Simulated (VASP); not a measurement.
# TiAl3 (I4/mmm) in VASP: notebook

TiAl3 is run at these levels: PBE; tasks: relaxation of cell and atoms, single point.

Everything below comes from runs of VASP 6.6.1. Logs are shortened: lines on timing, memory, paths and dates and some standing lists are left out, and cuts for length are marked.

### 1 The cell of the first run

It takes space group I4/mmm (No. 139, tetragonal). The conventional cell has a = 3.822 Å, b = 3.822 Å, c = 8.561 Å, α = 90.00°, β = 90.00°, γ = 90.00°. Within 3.6 Å of Ti (site symmetry 4/mmm) lie 12 Al at 2.70 to 2.87 Å. Within 3.6 Å of Al (site symmetry 4/mmm) lie 4 Ti at 2.70 Å and 8 Al at 2.87 Å. Al (site symmetry -4m2) has 8 Al at 2.70 to 2.87 Å and 4 Ti at 2.87 Å within 3.6 Å.

### 2 Relaxation of cell and atoms, PBE

The input, INCAR:

```
SYSTEM = TiAl3
ALGO = Normal
EDIFF = 1E-7
EDIFFG = -0.005
ENCUT = 600
GGA = PE
IBRION = 2
ISIF = 3
ISMEAR = 0
LASPH = .True.
LCHARG = .False.
LREAL = .False.
LWAVE = .False.
NELM = 100
NSW = 100
PREC = Accurate
SIGMA = 0.1
```

The input, KPOINTS:

```
k-points
0
Gamma
  16 16 16
  0 0 0
```

The input, POSCAR:

```
TiAl3
1.0
   -1.9111067713      1.9111067713      4.2806687947
    1.9111067713     -1.9111067713      4.2806687947
    1.9111067713      1.9111067713     -4.2806687947
Ti Al
1 3
Direct
    0.0000000000      0.0000000000      0.0000000000
    0.5000000000      0.5000000000      0.0000000000
    0.7500000000      0.2500000000      0.5000000000
    0.2500000000      0.7500000000      0.5000000000
```

Potentials or basis: VASP PAW PBE potentials, release 64 (Ti_sv, Al).

Run with:

```sh
cat potpaw_PBE.64/Ti_sv/POTCAR potpaw_PBE.64/Al/POTCAR > POTCAR
mpirun -np 1 vasp_std > vasp.out
```

OUTCAR:

```text
SYSTEM = TiAl3
   EDIFF = 1E-7
   EDIFFG = -0.005
   ENCUT = 600
   GGA = PE
   IBRION = 2
   ISIF = 3
   ISMEAR = 0
   LASPH = .True.
   LREAL = .False.
   NELM = 100
   NSW = 100
   PREC = Accurate

 ion  position               nearest neighbor table
   1  0.000  0.000  0.000-   2 2.70   2 2.70   2 2.70   2 2.70   4 2.87   3 2.87   4 2.87   4 2.87
                             3 2.87   3 2.87   4 2.87   3 2.87
   2  0.500  0.500  0.000-   1 2.70   1 2.70   1 2.70   1 2.70   4 2.87   3 2.87   4 2.87   3 2.87
                             4 2.87   4 2.87   3 2.87   3 2.87
   3  0.750  0.250  0.500-   4 2.70   4 2.70   4 2.70   4 2.70   2 2.87   1 2.87   2 2.87   1 2.87
                             2 2.87   2 2.87   1 2.87   1 2.87
   4  0.250  0.750  0.500-   3 2.70   3 2.70   3 2.70   3 2.70   2 2.87   1 2.87   2 2.87   2 2.87
                             1 2.87   1 2.87   2 2.87   1 2.87

  LATTYP: Found a body centered tetragonal cell.
 ALAT       =     3.8222135426
 C/A-ratio  =     2.2398899208

  Lattice vectors:

 A1 = (  -1.9111067713,   1.9111067713,   4.2806687947)
 A2 = (   1.9111067713,  -1.9111067713,   4.2806687947)
 A3 = (   1.9111067713,   1.9111067713,  -4.2806687947)

Analysis of symmetry for initial positions (statically):
=====================================================================
 Subroutine PRICEL returns:
 Original cell was already a primitive cell.

 Routine SETGRP: Setting up the symmetry group for a
 body centered tetragonal supercell.

 Subroutine GETGRP returns: Found 16 space group operations
 (whereof 16 operations were pure point group operations)
 out of a pool of 16 trial point group operations.

The static configuration has the point symmetry D_4h.

Analysis of symmetry for dynamics (positions and initial velocities):
=====================================================================
 Subroutine PRICEL returns:
 Original cell was already a primitive cell.

 Routine SETGRP: Setting up the symmetry group for a
 body centered tetragonal supercell.

 Subroutine GETGRP returns: Found 16 space group operations
 (whereof 16 operations were pure point group operations)
 out of a pool of 16 trial point group operations.

The dynamic configuration has the point symmetry D_4h.

 Subroutine INISYM returns: Found 16 space group operations
 (whereof 16 operations are pure point group operations),
 and found     1 'primitive' translations

----------------------------------------------------------------------------------------

                                     Primitive cell

  volume of cell :      62.5376

  direct lattice vectors                    reciprocal lattice vectors
[... 116 lines left out ...]
   GGA     = PE    functional components
   LHFCALC =     F    Hartree Fock is set to
   AEXX    =    0.0000 exact exchange contribution
   IVDW    =     0    specifies the selected vdW correction
   LEPSILON=     F    determine dielectric tensor
   LRPA    =     F    only Hartree local field effects (RPA)
 conjugate gradient relaxation of ions
 non-spin polarized calculation
 Gauss-broadening in eV      SIGMA  =   0.10
  energy-cutoff  :      600.00
  volume of cell :       62.54
 maximum number of plane-waves:      2122
   NGX = 21   NGY = 21   NGZ = 21

--------------------------------------- Ionic step        1  -------------------------------------------

 number of electron      20.9999999 magnetization

 Free energy of the ion-electron system (eV)
  ---------------------------------------------------
  ext. energy  EPLUGINS =         0.00000000
  ---------------------------------------------------
  free energy    TOTEN  =       -20.65816151 eV

  energy without entropy =      -20.64952880  energy(sigma->0) =      -20.65384515

------------------------ aborting loop because EDIFF is reached ----------------------------------------

  FORCE on cell =-STRESS in cart. coord.  units (eV):
  Direction    XX          YY          ZZ          XY          YZ          ZX
  --------------------------------------------------------------------------------------
  -------------------------------------------------------------------------------------
  Total        0.7960350      0.7960350      0.8281044      0.0000000      0.0000000      0.0000000
  in kB       20.3939432     20.3939432     21.2155427      0.0000000      0.0000000      0.0000000
  external PRESSURE =      20.6678097 kB  Pullay stress =       0.0000000 kB
[... 139 lines left out ...]
--------------------------------------- Ionic step        5  -------------------------------------------

 number of electron      21.0000000 magnetization

 Free energy of the ion-electron system (eV)
  ---------------------------------------------------
  ext. energy  EPLUGINS =         0.00000000
  ---------------------------------------------------
  free energy    TOTEN  =       -20.66573134 eV

  energy without entropy =      -20.65697310  energy(sigma->0) =      -20.66135222

 E-fermi :   8.1798     XC(G=0): -10.7193

 val. band max:        8.1746231748   @ k =  -0.3750   0.5000   0.2500
 cond. band min:       8.1867900272   @ k =   0.3750   0.1875   0.0000
 fundamental gap:      0.0121668524
 Fermi energy:         8.1798401462

 k-point     1 :       0.0000    0.0000    0.0000
  band No.  band energies     occupation
      1     -48.3247      2.00000
      2     -24.6378      2.00000
      3     -24.6378      2.00000
      4     -24.5589      2.00000
      5      -1.8553      2.00000
      6       5.3198      2.00000
      7       5.5600      2.00000
      8       6.8031      2.00000
      9       6.9642      2.00000
     10       6.9642      2.00000
     11       8.9955      0.00000
     12       9.8888      0.00000
     13       9.8888      0.00000
     14      10.4112      0.00000
[... 377 lines left out ...]
      1     -48.3246      2.00000
      2     -24.6388      2.00000
      3     -24.6386      2.00000
      4     -24.5588      2.00000
      5      -1.7746      2.00000
      6       5.3879      2.00000
      7       5.5154      2.00000
      8       6.7055      2.00000
      9       6.7112      2.00000
     10       6.9558      2.00000
     11       8.6178      0.00000
     12       9.9780      0.00000
     13      10.0102      0.00000
     14      10.2572      0.00000

 [... further k-points ...]

------------------------ aborting loop because EDIFF is reached ----------------------------------------

  FORCE on cell =-STRESS in cart. coord.  units (eV):
  Direction    XX          YY          ZZ          XY          YZ          ZX
  --------------------------------------------------------------------------------------
  -------------------------------------------------------------------------------------
  Total        0.0012250      0.0012250      0.0112614      0.0000000      0.0000000      0.0000000
  in kB        0.0308010      0.0308010      0.2831489      0.0000000      0.0000000      0.0000000
  external PRESSURE =       0.1149170 kB  Pullay stress =       0.0000000 kB
[... 19 lines left out ...]
  FREE ENERGIE OF THE ION-ELECTRON SYSTEM (eV)
  ---------------------------------------------------
  free  energy   TOTEN  =       -20.6657313387 eV

  energy  without entropy=      -20.6569731005  energy(sigma->0) =      -20.66135222

 reached required accuracy - stopping structural energy minimisation
```

OSZICAR:

```text
N       E                     dE             d eps       ncg     rms          rms(c)
DAV:   1     0.127248789693E+03    0.12725E+03   -0.10237E+04  9772   0.154E+03
[... 51 lines left out ...]
DAV:   2    -0.206657599724E+02    0.39469E-04   -0.85593E-04 14126   0.281E-01    0.320E-02
DAV:   3    -0.206657340358E+02    0.25937E-04   -0.23290E-04 13400   0.117E-01    0.168E-02
DAV:   4    -0.206657302247E+02    0.38112E-05   -0.26683E-05 15302   0.496E-02    0.522E-03
DAV:   5    -0.206657307983E+02   -0.57360E-06   -0.20706E-06 11908   0.156E-02    0.209E-03
DAV:   6    -0.206657312397E+02   -0.44141E-06   -0.59261E-07 15448   0.519E-03    0.178E-03
DAV:   7    -0.206657313481E+02   -0.10840E-06   -0.86852E-08  6554   0.317E-03    0.297E-04
DAV:   8    -0.206657313387E+02    0.93926E-08   -0.17450E-08  5102   0.118E-03
   5 F= -.20665731E+02 E0= -.20661352E+02  d E =-.159187E-04
```

It took 45 min on 1 thread of Intel Xeon Platinum 8259CL at 2.50GHz (Skylake/Cascade Lake), shared host; peak memory 0.56 GiB.

Results:

* Free energy: -20.6657 eV
* Relaxed volume: 15.93 Å³/atom
* Relaxed cell: a = 5.096 Å, b = 5.096 Å, c = 5.096 Å, α = 135.67°, β = 135.67°, γ = 64.49°
* Space group after relaxing (to 0.05 Å): I4/mmm (No. 139)
* Energy gained by relaxing: 1.9 meV/atom
* Ionic steps: 5
* Pressure after relaxing: 0.0 GPa

Step by step:
```tsv
step	energy change (eV)	largest force (eV/Å)	pressure (GPa)	volume (Å³)
1	0.0000	0.0000	2.07	62.54
2	-0.0054	0.0000	-1.06	64.38
3	-0.0076	0.0000	0.00	63.73
4	-0.0076	0.0000	-0.03	63.75
5	-0.0076	0.0000	0.01	63.72
```

Final structure:
```xyz
4
Lattice="-1.9225 1.9225 4.3100 1.9225 -1.9225 4.3100 1.9225 1.9225 -4.3100" Properties=species:S:1:pos:R:3 pbc="T T T"
Ti    0.0000    0.0000    0.0000
Al    0.0000    0.0000    4.3100
Al    0.0000    1.9225    2.1550
Al    1.9225    0.0000    2.1550
```

### 3 Single point, PBE

This run uses another cell than the first one, of 13.68 Å³/atom, 0.875 times its volume.

The input, INCAR:

```
PREC = Accurate
ENCUT = 520
EDIFF = 1E-6
ISMEAR = -1
SIGMA = 0.15
LREAL = False
LASPH = True
NELM = 60
ALGO = Fast
ISIF = 2
LWAVE = False
LCHARG = False
GGA = PE
NBANDS = 18
```

The input, KPOINTS:

```
Automatic mesh
0
Gamma
  16 16 16
```

The input, POSCAR:

```
TiAl3
1.0
   -1.8316124636      1.8316124636      4.0790918494
    1.8316124636     -1.8316124636      4.0790918494
    1.8316124636      1.8316124636     -4.0790918494
Ti Al
1 3
Direct
    0.0000000000      0.0000000000      0.0000000000
    0.5000000000      0.5000000000      0.0000000000
    0.7500000000      0.2500000000      0.5000000000
    0.2500000000      0.7500000000      0.5000000000
```

Potentials or basis: VASP PAW PBE potentials, release 64 (Ti_sv, Al).

Run with:

```sh
cat potpaw_PBE.64/Ti_sv/POTCAR potpaw_PBE.64/Al/POTCAR > POTCAR
mpirun -np 1 vasp_std > vasp.out
```

OUTCAR:

```text
PREC = Accurate
   ENCUT = 520
   EDIFF = 1E-6
   ISMEAR = -1
   LREAL = False
   LASPH = True
   NELM = 60
   ISIF = 2
   GGA = PE

 ion  position               nearest neighbor table
   1  0.000  0.000  0.000-   2 2.59   2 2.59   2 2.59   2 2.59   4 2.74   3 2.74   4 2.74   4 2.74
                             3 2.74   3 2.74   4 2.74   3 2.74
   2  0.500  0.500  0.000-   1 2.59   1 2.59   1 2.59   1 2.59   4 2.74   3 2.74   4 2.74   3 2.74
                             4 2.74   4 2.74   3 2.74   3 2.74
   3  0.750  0.250  0.500-   4 2.59   4 2.59   4 2.59   4 2.59   2 2.74   1 2.74   2 2.74   1 2.74
[... 709 lines left out ...]
  --------------------------------------------------------------------------------------
  -------------------------------------------------------------------------------------
  Total        7.5015265      7.5015265      7.4957766      0.0000000      0.0000000      0.0000000
  in kB      219.5682679    219.5682679    219.3999690      0.0000000      0.0000000      0.0000000
  external PRESSURE =     219.5121682 kB  Pullay stress =       0.0000000 kB

 VOLUME and BASIS-vectors are now :
 -----------------------------------------------------------------------------
  energy-cutoff  :      520.00
  volume of cell :       54.74
      direct lattice vectors                 reciprocal lattice vectors
    -1.831612464  1.831612464  4.079091849     0.000000000  0.272983510  0.122576303
     1.831612464 -1.831612464  4.079091849     0.272983510  0.000000000  0.122576303
     1.831612464  1.831612464 -4.079091849     0.272983510  0.272983510  0.000000000

 POSITION                                       TOTAL-FORCE (eV/Angst)
 -----------------------------------------------------------------------------------
      0.00000      0.00000      0.00000         0.000000     -0.000000     -0.000000
      0.00000      0.00000      4.07909         0.000000     -0.000000     -0.000000
      0.00000      1.83161      2.03955        -0.000000      0.000000     -0.000000
      1.83161      0.00000      2.03955         0.000000     -0.000000      0.000000
 -----------------------------------------------------------------------------------
    total drift:                               -0.000000      0.000000      0.000000

  FREE ENERGIE OF THE ION-ELECTRON SYSTEM (eV)
  ---------------------------------------------------
  free  energy   TOTEN  =       -20.1789734295 eV

  energy  without entropy=      -20.0595540382  energy(sigma->0) =      -20.11926373
```

stdout:

```text
POSCAR found type information on POSCAR TiAl
 POSCAR found :  2 types and       4 ions
 scaLAPACK will be used
 LDA part: xc-table for (Slater+PW92), standard interpolation
 POSCAR, INCAR and KPOINTS ok, starting setup
 FFT: planning ... GRIDC
 FFT: planning ... GRID_SOFT
 FFT: planning ... GRID
 WAVECAR not read
 entering main loop
WARNING in EDDRMM: call to ZHEGV failed, returncode =   8  4     18
WARNING in EDDRMM: call to ZHEGV failed, returncode =   6  3     10
WARNING in EDDRMM: call to ZHEGV failed, returncode =   8  4     13
WARNING in EDDRMM: call to ZHEGV failed, returncode =   8  4     14
WARNING in EDDRMM: call to ZHEGV failed, returncode =   6  3     15
WARNING in EDDRMM: call to ZHEGV failed, returncode =   8  4     16
WARNING in EDDRMM: call to ZHEGV failed, returncode =   6  3      9
WARNING in EDDRMM: call to ZHEGV failed, returncode =   6  3     14
WARNING in EDDRMM: call to ZHEGV failed, returncode =   8  4     17
WARNING in EDDRMM: call to ZHEGV failed, returncode =   8  4     16
WARNING in EDDRMM: call to ZHEGV failed, returncode =   6  3      6
WARNING in EDDRMM: call to ZHEGV failed, returncode =   8  4      5
```

Wall time 8.2 min (1 thread of Intel Xeon Platinum 8559C (Emerald Rapids), shared host); peak memory 0.45 GiB.

Results:

- Free energy: -20.1790 eV
- Pressure: 22.0 GPa

[end of part 1 of 2]
